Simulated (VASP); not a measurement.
# Ru (P6_3/mmc) in VASP: further runs

Ru is run at these levels: PBEsol; tasks: single point.

All numbers are computed with VASP 6.6.1; they aren't measurements. Logs are shortened: lines on timing, memory, paths and dates and some standing lists are left out, and cuts for length are marked.

## 1. The cell of the first run

Symmetry: P6_3/mmc, No. 194, hexagonal system. The conventional cell has a = 2.716 Å, b = 2.716 Å, c = 4.225 Å, α = 90.00°, β = 90.00°, γ = 120.00°. Ru (site symmetry -6m2) has 12 Ru at 2.63 to 2.72 Å within 3.5 Å.

## 2. Single point, PBEsol (biaxial strain in the a-b plane: +1.0 %, then relaxed in part)

Input file INCAR:

```
PREC = Accurate
ENCUT = 520
EDIFF = 1E-7
ISMEAR = 0
SIGMA = 0.1
LREAL = F
LASPH = T
NELM = 80
ALGO = Fast
ISIF = 2
LWAVE = F
LCHARG = F
GGA = PS
NBANDS = 21
```

Input file KPOINTS:

```
Automatic mesh
0
Gamma
  24 24 12
```

Input file POSCAR:

```
Ru
1.0
    2.7163760135      0.0000000000      0.0000000000
   -1.3581880067      2.3524506339      0.0000000000
    0.0000000000      0.0000000000      4.2247154650
Ru
2
Direct
    0.3333333333      0.6666666667      0.2500000000
    0.6666666667      0.3333333333      0.7500000000
```

Potentials or basis: VASP PAW PBE potentials, release 64 (Ru_pv).

The run is started by

```console
$ cat potpaw_PBE.64/Ru_pv/POTCAR > POTCAR
$ mpirun -np 1 vasp_std > vasp.out
```

OUTCAR:

```text
PREC = Accurate
   ENCUT = 520
   EDIFF = 1E-7
   ISMEAR = 0
   LREAL = F
   LASPH = T
   NELM = 80
   ISIF = 2
   GGA = PS

 ion  position               nearest neighbor table
   1  0.333  0.667  0.250-   2 2.63   2 2.63   2 2.63   2 2.63   2 2.63   2 2.63
   2  0.667  0.333  0.750-   1 2.63   1 2.63   1 2.63   1 2.63   1 2.63   1 2.63

  LATTYP: Found a hexagonal cell.
 ALAT       =     2.7163760135
 C/A-ratio  =     1.5552763844

  Lattice vectors:

 A1 = (   2.7163760135,   0.0000000000,   0.0000000000)
 A2 = (  -1.3581880067,   2.3524506339,   0.0000000000)
 A3 = (   0.0000000000,   0.0000000000,   4.2247154650)

Analysis of symmetry for initial positions (statically):
=====================================================================
 Subroutine PRICEL returns:
 Original cell was already a primitive cell.

 Routine SETGRP: Setting up the symmetry group for a
 hexagonal supercell.

 Subroutine GETGRP returns: Found 24 space group operations
 (whereof 12 operations were pure point group operations)
 out of a pool of 24 trial point group operations.

The static configuration has the point symmetry D_3d.
 The point group associated with its full space group is D_6h.

Analysis of symmetry for dynamics (positions and initial velocities):
=====================================================================
 Subroutine PRICEL returns:
 Original cell was already a primitive cell.

 Routine SETGRP: Setting up the symmetry group for a
 hexagonal supercell.

 Subroutine GETGRP returns: Found 24 space group operations
 (whereof 12 operations were pure point group operations)
 out of a pool of 24 trial point group operations.

The dynamic configuration has the point symmetry D_3d.
 The point group associated with its full space group is D_6h.

 Subroutine INISYM returns: Found 24 space group operations
 (whereof 12 operations are pure point group operations),
 and found     1 'primitive' translations

----------------------------------------------------------------------------------------

                                     Primitive cell

  volume of cell :      26.9965

  direct lattice vectors                    reciprocal lattice vectors
     2.716376014  0.000000000  0.000000000     0.368137546  0.212544311  0.000000000
    -1.358188007  2.352450634  0.000000000     0.000000000  0.425088623  0.000000000
     0.000000000  0.000000000  4.224715465     0.000000000  0.000000000  0.236702331

  length of vectors
     2.716376014  2.716376013  4.224715465     0.425088623  0.425088623  0.236702331

  position of ions in fractional coordinates (direct lattice)
     0.333333333  0.666666667  0.250000000
     0.666666667  0.333333333  0.750000000

  ion indices of the primitive-cell ions
   primitive index   ion index
                 1           1
                 2           2

----------------------------------------------------------------------------------------

 KPOINTS: Automatic mesh

Automatic generation of k-mesh.
 Grid dimensions read from file:
 generate k-points for:   24   24   12

 Generating k-lattice:

  Cartesian coordinates                     Fractional coordinates (reciprocal lattice)
     0.015339064  0.008856013  0.000000000     0.041666667 -0.000000000  0.000000000
     0.000000000  0.017712026  0.000000000     0.000000000  0.041666667  0.000000000
     0.000000000  0.000000000  0.019725194     0.000000000  0.000000000  0.083333333

  Length of vectors
     0.017712026  0.017712026  0.019725194

  Shift w.r.t. Gamma in fractional coordinates (k-lattice)
     0.000000000  0.000000000  0.000000000

 Subroutine IBZKPT returns following result:
 ===========================================

 Found    427 irreducible k-points:

 Following reciprocal coordinates:
            Coordinates               Weight
  0.000000  0.000000  0.000000      1.000000
  0.041667  0.000000  0.000000      6.000000
  0.083333  0.000000  0.000000      6.000000
  0.125000  0.000000  0.000000      6.000000
  0.166667  0.000000  0.000000      6.000000
  0.208333  0.000000  0.000000      6.000000
[... 16 lines left out ...]
  0.416667  0.041667  0.000000     12.000000
  0.458333  0.041667  0.000000     12.000000
 [... further k-points ...]
   k-points           NKPTS =    427   k-points in BZ     NKDIM =    427   number of bands    NBANDS=     21
   number of dos      NEDOS =    301   number of ions     NIONS =      2
   total plane-waves  NPLWV =  12800
   dimension x,y,z NGX =    20 NGY =   20 NGZ =   32
   dimension x,y,z NGXF=    40 NGYF=   40 NGZF=   64
   ions per type =               2
   NGX,Y,Z   is equivalent  to a cutoff of  12.24, 12.24, 12.59 a.u.
   NGXF,Y,Z  is equivalent  to a cutoff of  24.48, 24.48, 25.18 a.u.
 SYSTEM =  unknown system
   PREC   = accura    normal or accurate (medium, high low for compatibility)
   ISTART =      0    job   : 0-new  1-cont  2-samecut
   ICHARG =      2    charge: 1-file 2-atom 10-const
   ISPIN  =      1    spin polarized calculation?
   LNONCOLLINEAR =      F non collinear calculations
   LSORBIT =      F    spin-orbit coupling
   LASPH  =      T    aspherical Exc in radial PAW
   ENCUT  =  520.0 eV  38.22 Ry    6.18 a.u.   5.05  5.05  7.86*2*pi/ulx,y,z
   NELM   =     80;   NELMIN=  2; NELMDL= -5     # of ELM steps
   EDIFF  = 0.1E-06   stopping-criterion for ELM
   LREAL  =      F    real-space projection
   EDIFFG = 0.1E-05   stopping-criterion for IOM
   NSW    =      0    number of steps for IOM
   IBRION =     -1    ionic relax: 0-MD 1-quasi-New 2-CG
   NFREE  =      0    steps in history (QN), initial steepest desc. (CG)
   ISIF   =      2    stress and relaxation
   ISYM   =      2    0-nonsym 1-usesym 2-fastsym
   POTIM  = 0.5000    time-step for ionic-motion
   TEBEG  =    0.0;   TEEND  =   0.0 temperature during run
   PSTRESS=    0.0 pullay stress
   NELECT =      28.0000    total number of electrons
   NUPDOWN=      -1.0000    fix difference up-down
   EMIN   =  10.00;   EMAX   =-10.00  energy-range for DOS
   EFERMI =   0.00;   METHOD = LEGACY
   ISMEAR =     0;   SIGMA  =   0.10  broadening in eV -4-tet -1-fermi 0-gaus
   EFERMI_NEDOS =   21; number of points for ismear=-14 and -15
   IALGO  =     68    algorithm
   IMIX   =      4    mixing-type and parameters
     AMIX     =   0.40;   BMIX     =  1.00
     AMIX_MAG =   1.60;   BMIX_MAG =  1.00
  volume/ion in A,a.u.               =      13.50        91.09
  Fermi-wavevector in a.u.,A,eV,Ry     =   1.657136  3.131533 37.362966  2.746101
  Thomas-Fermi vector in A             =   2.744941
   LORBIT       =      0    0 simple, 1 ext, 2 COOP (PROOUT), +10 PAW based schemes
   GGA     = PS    functional components
   LHFCALC =     F    Hartree Fock is set to
   AEXX    =    0.0000 exact exchange contribution
   IVDW    =     0    specifies the selected vdW correction
   LEPSILON=     F    determine dielectric tensor
   LRPA    =     F    only Hartree local field effects (RPA)
 non-spin polarized calculation
 RMM-DIIS sequential band-by-band and
 Gauss-broadening in eV      SIGMA  =   0.10
  energy-cutoff  :      520.00
  volume of cell :       27.00
 maximum number of plane-waves:       743
   NGX = 11   NGY = 11   NGZ = 15

 number of electron      27.9999999 magnetization

 Free energy of the ion-electron system (eV)
  ---------------------------------------------------
  ext. energy  EPLUGINS =         0.00000000
  ---------------------------------------------------
  free energy    TOTEN  =       -20.33536564 eV

  energy without entropy =      -20.32676471  energy(sigma->0) =      -20.33106518

 E-fermi :  12.8236     XC(G=0): -14.3160

 val. band max:       12.8132420922   @ k =   0.2917   0.1667   0.2500
 cond. band min:      12.8236768476   @ k =   0.3750   0.0417   0.4167
 fundamental gap:      0.0104347554
 Fermi energy:        12.8235534209

 k-point     1 :       0.0000    0.0000    0.0000
  band No.  band energies     occupation
      1     -30.8476      2.00000
      2     -29.8884      2.00000
      3     -29.8884      2.00000
      4     -29.6979      2.00000
      5     -29.6979      2.00000
      6     -29.6327      2.00000
[... 13 lines left out ...]
     20      23.0724      0.00000
     21      23.4258      0.00000

 k-point     2 :       0.0417    0.0000    0.0000
  band No.  band energies     occupation
      1     -30.8415      2.00000
      2     -29.9007      2.00000
      3     -29.8928      2.00000
      4     -29.7109      2.00000
      5     -29.6994      2.00000
      6     -29.6358      2.00000
[... 13 lines left out ...]
     20      23.0723      0.00000
     21      23.4177      0.00000

 k-point     3 :       0.0833    0.0000    0.0000
  band No.  band energies     occupation
      1     -30.8233      2.00000
      2     -29.9369      2.00000
      3     -29.9054      2.00000
      4     -29.7488      2.00000
      5     -29.7040      2.00000
      6     -29.6451      2.00000
[... 13 lines left out ...]
     20      23.0723      0.00000
     21      23.3918      0.00000

 k-point     4 :       0.1250    0.0000    0.0000
  band No.  band energies     occupation
      1     -30.7936      2.00000
      2     -29.9944      2.00000
      3     -29.9251      2.00000
      4     -29.8085      2.00000
      5     -29.7116      2.00000
      6     -29.6606      2.00000
[... 13 lines left out ...]
     20      23.0723      0.00000
     21      23.3458      0.00000

 k-point     5 :       0.1667    0.0000    0.0000
  band No.  band energies     occupation
      1     -30.7535      2.00000
      2     -30.0694      2.00000
      3     -29.9503      2.00000
      4     -29.8851      2.00000
      5     -29.7220      2.00000
      6     -29.6822      2.00000
[... 13 lines left out ...]
     20      23.0722      0.00000
     21      23.2823      0.00000

 k-point     6 :       0.2083    0.0000    0.0000
  band No.  band energies     occupation
      1     -30.7042      2.00000
      2     -30.1569      2.00000
      3     -29.9789      2.00000
      4     -29.9726      2.00000
      5     -29.7346      2.00000
      6     -29.7099      2.00000
[... 13 lines left out ...]
     20      23.0721      0.00000
     21      23.2132      0.00000

 k-point     7 :       0.2500    0.0000    0.0000
  band No.  band energies     occupation
      1     -30.6477      2.00000
      2     -30.2508      2.00000
      3     -30.0646      2.00000
      4     -30.0089      2.00000
      5     -29.7487      2.00000
      6     -29.7432      2.00000
[... 13 lines left out ...]
     20      23.0719      0.00000
     21      23.1566      0.00000
[... 291 lines left out ...]
      1     -30.5505      2.00000
      2     -30.3881      2.00000
      3     -30.2049      2.00000
      4     -30.0516      2.00000
      5     -29.8047      2.00000
      6     -29.7777      2.00000
[... 13 lines left out ...]
     20      23.0956      0.00000
     21      24.8582      0.00000

 k-point    21 :       0.3333    0.0417    0.0000
  band No.  band energies     occupation
      1     -30.4867      2.00000
      2     -30.4694      2.00000
      3     -30.2770      2.00000
      4     -30.0799      2.00000
      5     -29.8482      2.00000
      6     -29.7913      2.00000
[... 13 lines left out ...]
     20      23.0613      0.00000
     21      23.8099      0.00000

 k-point    22 :       0.3750    0.0417    0.0000
  band No.  band energies     occupation
      1     -30.5357      2.00000
      2     -30.4267      2.00000
      3     -30.3356      2.00000
      4     -30.1022      2.00000
      5     -29.8916      2.00000
      6     -29.8025      2.00000
[... 13 lines left out ...]
     20      23.8721      0.00000
     21      26.3191      0.00000

 k-point    23 :       0.4167    0.0417    0.0000
  band No.  band energies     occupation
      1     -30.5825      2.00000
      2     -30.3772      2.00000
      3     -30.3768      2.00000
      4     -30.1176      2.00000
      5     -29.9294      2.00000
      6     -29.8105      2.00000
[... 13 lines left out ...]
     20      24.5756      0.00000
     21      25.7357      0.00000

 k-point    24 :       0.4583    0.0417    0.0000
  band No.  band energies     occupation
      1     -30.6068      2.00000
      2     -30.3980      2.00000
      3     -30.3477      2.00000
      4     -30.1255      2.00000
      5     -29.9527      2.00000
      6     -29.8147      2.00000
[... 13 lines left out ...]
     20      24.9915      0.00000
     21      25.4212      0.00000

 [... further k-points ...]

------------------------ aborting loop because EDIFF is reached ----------------------------------------

  FORCE on cell =-STRESS in cart. coord.  units (eV):
  Direction    XX          YY          ZZ          XY          YZ          ZX
  --------------------------------------------------------------------------------------
  -------------------------------------------------------------------------------------
  Total       -1.0701675     -1.0701675     -0.0111379     -0.0000000     -0.0000000     -0.0000000
  in kB      -63.5118049    -63.5118049     -0.6610087     -0.0000000     -0.0000000     -0.0000000
  external PRESSURE =     -42.5615395 kB  Pullay stress =       0.0000000 kB

 VOLUME and BASIS-vectors are now :
 -----------------------------------------------------------------------------
  energy-cutoff  :      520.00
  volume of cell :       27.00
      direct lattice vectors                 reciprocal lattice vectors
     2.716376014  0.000000000  0.000000000     0.368137546  0.212544311  0.000000000
    -1.358188007  2.352450634  0.000000000     0.000000000  0.425088623  0.000000000
     0.000000000  0.000000000  4.224715465     0.000000000  0.000000000  0.236702331

 POSITION                                       TOTAL-FORCE (eV/Angst)
 -----------------------------------------------------------------------------------
     -0.00000      1.56830      1.05618         0.000000      0.000000      0.000000
      1.35819      0.78415      3.16854        -0.000000      0.000000      0.000000
 -----------------------------------------------------------------------------------
    total drift:                               -0.000000      0.000000     -0.000000

  FREE ENERGIE OF THE ION-ELECTRON SYSTEM (eV)
  ---------------------------------------------------
  free  energy   TOTEN  =       -20.3353656443 eV

  energy  without entropy=      -20.3267647120  energy(sigma->0) =      -20.33106518
```

Run time: 6.4 min. Hardware: 1 thread of Intel Xeon 8259CL, shared host; peak memory 0.29 GiB.

What came out:

```yaml
Free_energy: -20.3354 eV
Pressure: -4.3 GPa
Band_gap_on_the_k_mesh: zero (bands 14 and 15 overlap by 3.24 eV)
```

Caveat: the cell differs from its parent crystal (biaxial strain in the a-b plane: +1.0 %, then relaxed in part); the stress differs along the axes, from -6 to -0 GPa; the PAW data sets were made with another functional, which shifts forces and pressure a little.

## 3. Single point, PBEsol (biaxial strain in the a-b plane: +1.0 %)

Input file INCAR:

```
SYSTEM = Ru
ALGO = Fast
EDIFF = 1E-6
ENCUT = 520
GGA = PS
ISIF = 2
ISMEAR = 0
LASPH = .True.
LCHARG = .False.
LREAL = .False.
LWAVE = .False.
NBANDS = 21
NELM = 100
PREC = Accurate
SIGMA = 0.1
```

Input file KPOINTS:

```
k-points
0
Gamma
  24 24 12
  0 0 0
```

POSCAR, as its differences from that of step 2:

```diff
@@ -4,3 +4,3 @@
    -1.3581880067      2.3524506339      0.0000000000
-    0.0000000000      0.0000000000      4.2247154650
+    0.0000000000      0.0000000000      4.2264313903
 Ru
```

Potentials or basis: VASP PAW PBE potentials, release 64 (Ru_pv).

The run is started by

```console
$ cat potpaw_PBE.64/Ru_pv/POTCAR > POTCAR
$ mpirun -np 1 vasp_std > vasp.out
```

It took 5.6 min on 1 thread of Intel Xeon 8259CL, shared host; peak memory 0.29 GiB.

Results (log left out):

```yaml
Free_energy: -20.3354 eV
Pressure: -4.4 GPa
Band_gap_on_the_k_mesh: zero (bands 14 and 15 overlap by 3.24 eV)
```

Stress tensor (GPa, compression positive):
```
-6.41  0.00  0.00
 0.00 -6.41  0.00
 0.00  0.00 -0.32
```

Levels at points of the mesh, in eV from the Fermi level:
```tsv
k point	band 12	band 13	band 14	band 15	band 16	band 17
(0.00, 0.00, 0.00)	-1.93	-1.93	-1.55	-1.55	1.18	1.18
(0.50, 0.00, 0.00)	-1.91	-1.47	1.33	1.79	2.00	4.02
(0.00, 0.00, 0.50)	-2.88	-2.68	-2.68	0.55	0.55	0.55
(0.50, 0.00, 0.50)	-1.15	0.40	0.40	1.61	1.61	3.35
```

Caveat: the cell differs from its parent crystal (biaxial strain in the a-b plane: +1.0 %); the stress differs along the axes, from -6 to -0 GPa; the PAW data sets were made with another functional, which shifts forces and pressure a little.

## 4. Single point, PBEsol (biaxial strain in the a-b plane: +2.0 %, then relaxed in part)

Input file INCAR:

```
PREC = Accurate
ENCUT = 520
EDIFF = 1E-7
ISMEAR = 0
SIGMA = 0.1
LREAL = False
LASPH = True
NELM = 60
ALGO = Fast
ISIF = 2
LWAVE = False
LCHARG = False
GGA = PS
NBANDS = 21
```

Input file KPOINTS:

```
Automatic mesh
0
Gamma
  24 24 12
```

Input file POSCAR:

```
Ru
1.0
    2.7432708255      0.0000000000      0.0000000000
   -1.3716354127      2.3757422243      0.0000000000
    0.0000000000      0.0000000000      4.2016021474
Ru
2
Direct
    0.3333333333      0.6666666667      0.2500000000
    0.6666666667      0.3333333333      0.7500000000
```

The run is started by

```console
$ cat potpaw_PBE.64/Ru_pv/POTCAR > POTCAR
$ mpirun -np 1 vasp_std > vasp.out
```

It took 6 min on 1 thread of Intel Xeon 8259CL, shared host; peak memory 0.29 GiB.

The run converged. Its results:

* Free energy: -20.3042 eV
* Pressure: -8.3 GPa
* Band gap on the k mesh: zero (bands 14 and 15 overlap by 3.16 eV)

Stress tensor (GPa, compression positive):
```
-12.43   0.00   0.00
  0.00 -12.43   0.00
  0.00   0.00  -0.10
```

Levels at points of the mesh, in eV from the Fermi level:
| k point | band 10 | band 11 | band 12 | band 13 | band 14 | band 15 | band 16 | band 17 | band 18 | band 19 |
| --- | --- | --- | --- | --- | --- | --- | --- | --- | --- | --- |
| (0.00, 0.00, 0.00) | -2.63 | -2.12 | -1.88 | -1.88 | -1.64 | -1.64 | 1.16 | 1.16 | 1.59 | 10.23 |
| (0.50, 0.00, 0.00) | -3.23 | -1.94 | -1.89 | -1.36 | 1.20 | 1.68 | 2.02 | 3.90 | 5.90 | 10.96 |
| (0.00, 0.00, 0.50) | -2.88 | -2.88 | -2.88 | -2.56 | -2.56 | 0.56 | 0.56 | 0.56 | 0.56 | 10.27 |
| (0.50, 0.00, 0.50) | -4.39 | -1.19 | -1.19 | 0.38 | 0.38 | 1.50 | 1.50 | 3.28 | 3.28 | 10.20 |

Caveat: the cell differs from its parent crystal (biaxial strain in the a-b plane: +2.0 %, then relaxed in part); the stress differs along the axes, from -12 to -0 GPa; the PAW data sets were made with another functional, which shifts forces and pressure a little.

## 5. Overview

| cell | further INCAR settings | gap on the mesh (eV) | pressure (GPa) |
| --- | --- | --- | --- |
| a = 2.716, b = 2.716, c = 4.225 Å, angles 90.0, 90.0, 120.0°, 2 atoms | ALGO = Fast; EDIFF = 1e-07; NBANDS = 21 | none | -4.3 |
| a = 2.716, b = 2.716, c = 4.226 Å, angles 90.0, 90.0, 120.0°, 2 atoms | ALGO = Fast; EDIFF = 1e-06; NBANDS = 21 | none | -4.4 |
| a = 2.743, b = 2.743, c = 4.202 Å, angles 90.0, 90.0, 120.0°, 2 atoms | ALGO = Fast; EDIFF = 1e-07; NBANDS = 21 | none | -8.3 |

Alike in all rows: task single point; level PBEsol; potentials or basis VASP PAW PBE potentials, release 64 (Ru_pv); no spin polarisation; k mesh 24 × 24 × 12; cutoff (eV) 520; smearing gaussian 0.1 eV.

Caveats: the PAW data sets were made with another functional, which shifts forces and pressure a little; the stress differs along the axes, from -6 to -0 GPa (at least some runs); the stress differs along the axes, from -12 to -0 GPa (at least some runs).

Absolute energies hang on the potentials; compare differences alone.
